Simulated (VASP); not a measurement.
# AlN (F-43m) in VASP: notebook

The runs below take AlN through single point, relaxation of cell and atoms, with PBE+D3(BJ).

Everything below comes from runs of VASP 6.6.1. Logs are shortened: lines on timing, memory, paths and dates and some standing lists are left out, and cuts for length are marked.

### 1 The cell of the first run

Symmetry: F-43m, No. 216, cubic system. The conventional cell has a = 4.372 Å, b = 4.372 Å, c = 4.372 Å, α = 90.00°, β = 90.00°, γ = 90.00°. Al (site symmetry -43m) has 4 N at 1.89 Å within 2.5 Å. N (site symmetry -43m) has 4 Al at 1.89 Å within 2.5 Å.

### 2 Single point, PBE+D3(BJ)

File INCAR:

```
SYSTEM = AlN
PREC = Accurate
ENCUT = 520
EDIFF = 1E-7
ISMEAR = 0
SIGMA = 0.02
LREAL = .False.
LASPH = .True.
NELM = 100
ALGO = Normal
ISIF = 2
LWAVE = .False.
LCHARG = .False.
GGA = PE
IVDW = 12
NBANDS = 11
```

File KPOINTS:

```
Automatic mesh
0
Gamma
  10 10 10
  0 0 0
```

File POSCAR:

```
AlN
1.0
    0.0000000000      2.1861794075      2.1861794075
    2.1861794075      0.0000000000      2.1861794075
    2.1861794075      2.1861794075      0.0000000000
Al N
1 1
Direct
    0.0000000000      0.0000000000      0.0000000000
    0.7500000000      0.7500000000      0.7500000000
```

Potentials or basis: VASP PAW PBE potentials, release 64 (Al, N).

Run with:

```console
$ cat potpaw_PBE.64/Al/POTCAR potpaw_PBE.64/N/POTCAR > POTCAR
$ mpirun -np 1 vasp_std > vasp.out
```

OUTCAR:

```text
SYSTEM = AlN
   PREC = Accurate
   ENCUT = 520
   EDIFF = 1E-7
   ISMEAR = 0
   LREAL = .False.
   LASPH = .True.
   NELM = 100
   ISIF = 2
   GGA = PE
   IVDW = 12
 IVDW          = 12

 ion  position               nearest neighbor table
   1  0.000  0.000  0.000-   2 1.89   2 1.89   2 1.89   2 1.89
   2  0.750  0.750  0.750-   1 1.89   1 1.89   1 1.89   1 1.89

  LATTYP: Found a face centered cubic cell.
 ALAT       =     4.3723588150

  Lattice vectors:

 A1 = (   0.0000000000,   2.1861794075,   2.1861794075)
 A2 = (   2.1861794075,   0.0000000000,   2.1861794075)
 A3 = (   2.1861794075,   2.1861794075,   0.0000000000)

Analysis of symmetry for initial positions (statically):
=====================================================================
 Subroutine PRICEL returns:
 Original cell was already a primitive cell.

 Routine SETGRP: Setting up the symmetry group for a
 face centered cubic supercell.

 Subroutine GETGRP returns: Found 24 space group operations
 (whereof 24 operations were pure point group operations)
 out of a pool of 48 trial point group operations.

The static configuration has the point symmetry T_d .

Analysis of symmetry for dynamics (positions and initial velocities):
=====================================================================
 Subroutine PRICEL returns:
 Original cell was already a primitive cell.

 Routine SETGRP: Setting up the symmetry group for a
 face centered cubic supercell.

 Subroutine GETGRP returns: Found 24 space group operations
 (whereof 24 operations were pure point group operations)
 out of a pool of 48 trial point group operations.

The dynamic configuration has the point symmetry T_d .

 Subroutine INISYM returns: Found 24 space group operations
 (whereof 24 operations are pure point group operations),
 and found     1 'primitive' translations

----------------------------------------------------------------------------------------

                                     Primitive cell

  volume of cell :      20.8972

  direct lattice vectors                    reciprocal lattice vectors
     0.000000000  2.186179408  2.186179408    -0.228709500  0.228709500  0.228709500
     2.186179408  0.000000000  2.186179408     0.228709500 -0.228709500  0.228709500
     2.186179408  2.186179408  0.000000000     0.228709500  0.228709500 -0.228709500

  length of vectors
     3.091724568  3.091724568  3.091724568     0.396136475  0.396136475  0.396136475

[... 86 lines left out ...]
   ISIF   =      2    stress and relaxation
   ISYM   =      2    0-nonsym 1-usesym 2-fastsym
   POTIM  = 0.5000    time-step for ionic-motion
   TEBEG  =    0.0;   TEEND  =   0.0 temperature during run
   PSTRESS=    0.0 pullay stress
   NELECT =       8.0000    total number of electrons
   NUPDOWN=      -1.0000    fix difference up-down
   EMIN   =  10.00;   EMAX   =-10.00  energy-range for DOS
   EFERMI =   0.00;   METHOD = LEGACY
   ISMEAR =     0;   SIGMA  =   0.02  broadening in eV -4-tet -1-fermi 0-gaus
   EFERMI_NEDOS =   21; number of points for ismear=-14 and -15
   IALGO  =     38    algorithm
   IMIX   =      4    mixing-type and parameters
     AMIX     =   0.40;   BMIX     =  1.00
     AMIX_MAG =   1.60;   BMIX_MAG =  1.00
  volume/ion in A,a.u.               =      10.45        70.51
  Fermi-wavevector in a.u.,A,eV,Ry     =   1.188709  2.246335 19.225441  1.413030
  Thomas-Fermi vector in A             =   2.324833
   LORBIT       =      0    0 simple, 1 ext, 2 COOP (PROOUT), +10 PAW based schemes
   GGA     = PE    functional components
   LHFCALC =     F    Hartree Fock is set to
   AEXX    =    0.0000 exact exchange contribution
   IVDW    =    12    specifies the selected vdW correction
   LEPSILON=     F    determine dielectric tensor
   LRPA    =     F    only Hartree local field effects (RPA)
 non-spin polarized calculation
 Gauss-broadening in eV      SIGMA  =   0.02
  energy-cutoff  :      520.00
  volume of cell :       20.90
 maximum number of plane-waves:       588
   NGX = 11   NGY = 11   NGZ = 11

 number of electron       8.0000000 magnetization

 Free energy of the ion-electron system (eV)
  ---------------------------------------------------
  ext. energy  EPLUGINS =         0.00000000
  ---------------------------------------------------
  free energy    TOTEN  =       -14.84215815 eV

  energy without entropy =      -14.84215815  energy(sigma->0) =      -14.84215815

 E-fermi :   6.0817     XC(G=0): -10.9205

 val. band max:        5.9414798705   @ k =   0.0000   0.0000   0.0000
 cond. band min:       9.2579909639   @ k =   0.5000   0.5000   0.0000
 fundamental gap:      3.3165110934
 Fermi energy:         6.0817394247

 k-point     1 :       0.0000    0.0000    0.0000
  band No.  band energies     occupation
      1      -9.0217      2.00000
      2       5.9415      2.00000
      3       5.9415      2.00000
      4       5.9415      2.00000
      5      10.1110      0.00000
      6      18.4724      0.00000
      7      18.4724      0.00000
      8      18.4724      0.00000
      9      23.6064      0.00000
     10      23.6064      0.00000
     11      25.0024      0.00000
[... 309 lines left out ...]
 k-point    24 :       0.4000    0.3000    0.0000
  band No.  band energies     occupation
      1      -7.0231      2.00000
      2       1.7994      2.00000
      3       4.2436      2.00000
      4       4.5414      2.00000
      5      10.8509      0.00000
      6      15.4572      0.00000
      7      18.1585      0.00000
      8      20.4974      0.00000
      9      21.0049      0.00000
     10      27.2205      0.00000
     11      29.4547      0.00000

 [... further k-points ...]

------------------------ aborting loop because EDIFF is reached ----------------------------------------

 Edisp (eV)   -0.53773

 E8    (eV) :    -0.2103

  FORCE on cell =-STRESS in cart. coord.  units (eV):
  Direction    XX          YY          ZZ          XY          YZ          ZX
  --------------------------------------------------------------------------------------
  -------------------------------------------------------------------------------------
  Total      -0.03513    -0.03513    -0.03513     0.00000     0.00000    -0.00000
  in kB      -2.69362    -2.69362    -2.69362     0.00000     0.00000    -0.00000
  external pressure =       -2.69 kB  Pullay stress =        0.00 kB

 VOLUME and BASIS-vectors are now :
 -----------------------------------------------------------------------------
  energy-cutoff  :      520.00
  volume of cell :       20.90
      direct lattice vectors                 reciprocal lattice vectors
     0.000000000  2.186179408  2.186179408    -0.228709500  0.228709500  0.228709500
     2.186179408  0.000000000  2.186179408     0.228709500 -0.228709500  0.228709500
     2.186179408  2.186179408  0.000000000     0.228709500  0.228709500 -0.228709500

 POSITION                                       TOTAL-FORCE (eV/Angst)
 -----------------------------------------------------------------------------------
      0.00000      0.00000      0.00000        -0.000000      0.000000     -0.000000
      3.27927      3.27927      3.27927         0.000000     -0.000000      0.000000
 -----------------------------------------------------------------------------------
    total drift:                               -0.000000     -0.000000     -0.000000

  FREE ENERGIE OF THE ION-ELECTRON SYSTEM (eV)
  ---------------------------------------------------
  free  energy   TOTEN  =       -15.3798844147 eV

  energy  without entropy=      -15.3798844147  energy(sigma->0) =      -15.37988441
```

Wall time 7.8 s (1 thread of AMD EPYC 7R13 (Zen 3), shared host); peak memory 0.12 GiB.

Results:

| Quantity | Value |
| --- | --- |
| Free energy | -15.3799 eV |
| Pressure | -0.3 GPa |
| Band gap on the k mesh | 3.32 eV, indirect (least direct gap 4.17 eV) |
| Dispersion energy per atom | -0.269 eV |

Levels at points of the mesh, in eV from the valence-band top:
```
           k point  band 1  band 2  band 3  band 4  band 5  band 6  band 7  band 8  band 9
(0.00, 0.00, 0.00)  -14.96    0.00    0.00    0.00    4.17   12.53   12.53   12.53   17.66
(0.50, 0.00, 0.00)  -12.92   -5.84   -0.48   -0.48    7.35    9.84   11.13   11.13   17.95
(0.50, 0.50, 0.00)  -12.29   -4.89   -1.77   -1.77    3.32    8.60   13.92   15.70   15.70
```

A k mesh can miss the band edges. A hybrid or GW would open this gap; PBE tends to underestimate it.

### 3 Relaxation of cell and atoms, PBE+D3(BJ)

This run uses another cell than the first one, of 10.67 Å³/atom, 1.021 times its volume.

File INCAR:

```
ALGO = Normal ; EDIFF = 1E-6
EDIFFG = -0.005 ; ENCUT = 600
GGA = PE ; IBRION = 2
ISIF = 3 ; ISMEAR = 0
IVDW = 12 ; LASPH = T
LCHARG = F ; LREAL = F
LWAVE = F ; NELM = 80
NSW = 70 ; PREC = Accurate
SIGMA = 0.02
```

File KPOINTS:

```
k-points
0
Gamma
  10 10 10
```

File POSCAR:

```
AlN
1.0
    0.0000000000      2.2015871044      2.2015871044
    2.2015871044      0.0000000000      2.2015871044
    2.2015871044      2.2015871044      0.0000000000
Al N
1 1
Direct
    0.0000000000      0.0000000000      0.0000000000
    0.7500000000      0.7500000000      0.7500000000
```

Potentials or basis: VASP PAW PBE potentials, release 64 (Al, N).

Run with:

```console
$ cat potpaw_PBE.64/Al/POTCAR potpaw_PBE.64/N/POTCAR > POTCAR
$ mpirun -np 1 vasp_std > vasp.out
```

OUTCAR:

```text
EDIFF = 1E-6
   EDIFFG = -0.005
   ENCUT = 600
   GGA = PE
   IBRION = 2
   ISIF = 3
   ISMEAR = 0
   IVDW = 12
   LASPH = T
   LREAL = F
   NELM = 80
   NSW = 70
   PREC = Accurate
 IVDW          = 12

 ion  position               nearest neighbor table
   1  0.000  0.000  0.000-   2 1.91   2 1.91   2 1.91   2 1.91
   2  0.750  0.750  0.750-   1 1.91   1 1.91   1 1.91   1 1.91

  LATTYP: Found a face centered cubic cell.
 ALAT       =     4.4031742088

  Lattice vectors:

 A1 = (   0.0000000000,   2.2015871044,   2.2015871044)
 A2 = (   2.2015871044,   0.0000000000,   2.2015871044)
 A3 = (   2.2015871044,   2.2015871044,   0.0000000000)

Analysis of symmetry for initial positions (statically):
=====================================================================
 Subroutine PRICEL returns:
 Original cell was already a primitive cell.

 Routine SETGRP: Setting up the symmetry group for a
[... 252 lines left out ...]
 Free energy of the ion-electron system (eV)
  ---------------------------------------------------
  ext. energy  EPLUGINS =         0.00000000
  ---------------------------------------------------
  free energy    TOTEN  =       -14.84320766 eV

  energy without entropy =      -14.84320766  energy(sigma->0) =      -14.84320766

 E-fermi :   6.1221     XC(G=0): -10.9295

 val. band max:        5.9603459715   @ k =   0.0000   0.0000   0.0000
 cond. band min:       9.2779477199   @ k =   0.5000   0.5000   0.0000
 fundamental gap:      3.3176017483
 Fermi energy:         6.1221182859

 k-point     1 :       0.0000    0.0000    0.0000
  band No.  band energies     occupation
      1      -9.0153      2.00000
      2       5.9603      2.00000
      3       5.9603      2.00000
      4       5.9603      2.00000
      5      10.1478      0.00000
      6      18.5109      0.00000
      7      18.5109      0.00000
      8      18.5109      0.00000
[... 243 lines left out ...]
 k-point    24 :       0.4000    0.3000    0.0000
  band No.  band energies     occupation
      1      -7.0112      2.00000
      2       1.8138      2.00000
      3       4.2601      2.00000
      4       4.5584      2.00000
      5      10.8744      0.00000
      6      15.4894      0.00000
      7      18.2015      0.00000
      8      20.5384      0.00000

 [... further k-points ...]

------------------------ aborting loop because EDIFF is reached ----------------------------------------

 Edisp (eV)   -0.53884

 E8    (eV) :    -0.2107
[... 25 lines left out ...]
  FREE ENERGIE OF THE ION-ELECTRON SYSTEM (eV)
  ---------------------------------------------------
  free  energy   TOTEN  =       -15.3820432001 eV

  energy  without entropy=      -15.3820432001  energy(sigma->0) =      -15.38204320

 reached required accuracy - stopping structural energy minimisation
```

OSZICAR:

```text
N       E                     dE             d eps       ncg     rms          rms(c)
DAV:   1     0.159713601784E+02    0.15971E+02   -0.43894E+03   760   0.939E+02
DAV:   2    -0.164437323242E+02   -0.32415E+02   -0.31732E+02   952   0.169E+02
DAV:   3    -0.171825903225E+02   -0.73886E+00   -0.73886E+00   904   0.328E+01
[... 20 lines left out ...]
DAV:   2    -0.148433698426E+02    0.91070E-02   -0.52771E-02   792   0.165E+00    0.152E-01
DAV:   3    -0.148432769250E+02    0.92918E-04   -0.73581E-04   864   0.296E-01    0.533E-02
DAV:   4    -0.148432168238E+02    0.60101E-04   -0.30559E-05   944   0.558E-02    0.219E-02
DAV:   5    -0.148432079654E+02    0.88584E-05   -0.70703E-06   824   0.257E-02    0.117E-02
DAV:   6    -0.148432076618E+02    0.30359E-06   -0.11091E-07   408   0.348E-03
   3 F= -.15382043E+02 E0= -.15382043E+02  d E =-.691883E-02
```

CONTCAR:

```text
AlN
   1.00000000000000
    -0.0000000000000000    2.1847185139129310    2.1847185139129310
     2.1847185139129310    0.0000000000000000    2.1847185139129310
     2.1847185139129310    2.1847185139129310    0.0000000000000000
  Al              N
     1     1
Direct
     0.0000000000000000    0.0000000000000000    0.0000000000000000
     0.7500000000000000    0.7500000000000000    0.7500000000000000

  0.00000000E+00  0.00000000E+00  0.00000000E+00
  0.00000000E+00  0.00000000E+00  0.00000000E+00
```

Run time: 17 s. Hardware: 1 thread of AMD EPYC 7R13 (Zen 3), shared host; peak memory 0.14 GiB.

What came out:

* Free energy: -15.3820 eV
* Relaxed volume: 10.43 Å³/atom
* Relaxed cell: a = 3.090 Å, b = 3.090 Å, c = 3.090 Å, α = 60.00°, β = 60.00°, γ = 60.00°
* Space group after relaxing (to 0.05 Å): F-43m (No. 216)
* Energy gained by relaxing: 3.5 meV/atom
* Ionic steps: 3
* Pressure after relaxing: 0.0 GPa
* Band gap on the k mesh: 3.32 eV, indirect (least direct gap 4.19 eV)
* Dispersion energy per atom: -0.269 eV

The path:
| step | energy change (eV) | largest force (eV/Å) | pressure (GPa) | volume (Å³) |
| --- | --- | --- | --- | --- |
| 1 | 0.0000 | 0.0000 | -4.46 | 21.34 |
| 2 | -0.0015 | 0.0000 | 4.28 | 20.44 |
| 3 | -0.0069 | 0.0000 | -0.01 | 20.86 |

Final structure:
```
Al N
1.0
     0.00000    2.18472    2.18472
     2.18472    0.00000    2.18472
     2.18472    2.18472    0.00000
Al N
1 1
Direct
  0.00000 0.00000 0.00000
  0.75000 0.75000 0.75000
```

A k mesh can miss the band edges. A hybrid or GW would open this gap; PBE tends to underestimate it.
